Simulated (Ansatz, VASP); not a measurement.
## Na2Pd: VASP beside Ansatz

File INCAR:

```
  PREC = Accurate
  ENCUT = 600
  EDIFF = 1E-6
  ISMEAR = 0
  SIGMA = 0.1
  LREAL = False
  LASPH = True
  NELM = 100
  ALGO = Fast
  ISIF = 3
  LWAVE = False
  LCHARG = False
  GGA = PE
  IBRION = 2
  NSW = 100
  EDIFFG = -0.01
```

Contents of KPOINTS:

```
Automatic mesh
0
Gamma
  18 18 6
```

File POSCAR:

```
Na2Pd
1.0
    3.1308390000      0.0000000000      0.0000000000
   -1.5654195000      2.7113861000      0.0000000000
    0.0000000000      0.0000000000      7.9654484000
Na Pd
2 1
Direct
    0.3333333000      0.6666667000      0.2863860000
    0.6666667000      0.3333333000      0.7136140000
    0.0000000000      0.0000000000      0.0000000000
```

Input for Ansatz:

```yaml
crystal:
  lattice:
    - [3.130839, 0.0, 0.0]
    - [-1.5654195, 2.7113861, 0.0]
    - [0.0, 0.0, 7.9654484]
  atoms:
    - { symbol: Na, position: [0.3333333, 0.6666667, 0.286386] }
    - { symbol: Na, position: [0.6666667, 0.3333333, 0.713614] }
    - { symbol: Pd, position: [0.0, 0.0, 0.0] }
basis:
  ecutwfc: 420
kpoints:
  mp_grid: { grid: [18, 18, 6] }
hamiltonian:
  xc: pbe
scf:
  occupations: { method: gaussian, width: 0.1 }
output:
  forces: true
  stress: true
  eigenvalues: true
  write_density: true
  write_potential: true
  elf: true
  volumetric_format: npy
relax:
  adjacent_minimum: "off"
  f_tol: 0.01
  max_steps: 80
  cell: { stress_tol: 0.05 }
```

Change from the starting cell: relaxed end of: species swapped into the Ta2C type (P-3m1, No. 164).

Alike in both runs: task relaxation of cell and atoms; functional PBE; k mesh 18 × 18 × 6; occupations gaussian, width 0.1 eV; no spin polarisation.

```csv
,VASP,Ansatz
version,VASP 6.6.1,Ansatz 0.2.0
potentials or method,"VASP PAW PBE potentials, release 64 (Na_pv, Pd), cutoff 600 eV","scalar-relativistic, plane waves, PAW"
valence electrons in the cell,24,36
```

|  | VASP | Ansatz | Ansatz less VASP |
| --- | --- | --- | --- |
| gap on the k mesh at the Fermi level, each at its own relaxed structure (eV) | none | none | - |
| relaxed volume (Å³/atom) | 22.54 | 22.54 | 0.000 |
| relaxed length of the cell vector where the two differ most in proportion (Å) | 3.131 | 3.131 | 0.0000 |

A gap of «none» marks a metal or a gap that the smearing closes. VASP's potentials hold 24 valence electrons a cell and Ansatz's 36, so a difference there can come from the potentials and not from the codes.

Noted on VASP's run: the relaxation stopped at its first step, so nothing moved.
